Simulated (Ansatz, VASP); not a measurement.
## Yb: VASP beside Ansatz

```xyz
1
Lattice="0.0000 2.7431 2.7431 2.7431 0.0000 2.7431 2.7431 2.7431 0.0000" Properties=species:S:1:pos:R:3 pbc="T T T"
Yb    0.0000    0.0000    0.0000
```

Alike in both runs: task relaxation of cell and atoms; functional LDA; k mesh 10 × 10 × 10; occupations fermi-dirac, width 0.1 eV; no spin polarisation.

```csv
,VASP,Ansatz
version,VASP 6.6.1,Ansatz 0.2.0
potentials or method,"VASP PAW PBE potentials, release 64 (Yb), cutoff 600 eV","plane waves (420 eV) with PAW, scalar-relativistic"
valence electrons in the cell,24,24
```

Ansatz gave:

| Property | Result |
| --- | --- |
| relaxed volume (Å³/atom) | 29.66 |
| relaxed cell length with the largest relative difference (Å) | 3.475 |

Task: Which values does VASP return?

Result: Relaxed volume (Å³/atom): 29.80; relaxed cell length with the largest relative difference (Å): 3.480.

VASP's potentials were made for PBE, not for LDA, and Ansatz warns of the same on its side. LDA's correlation is that of Perdew and Zunger in VASP and of Perdew and Wang (1992) in Ansatz.

Neither program's run includes spin-orbit coupling. Noted on VASP's run: the volume moved by over 15 % at a fixed basis, so the end points are rough.
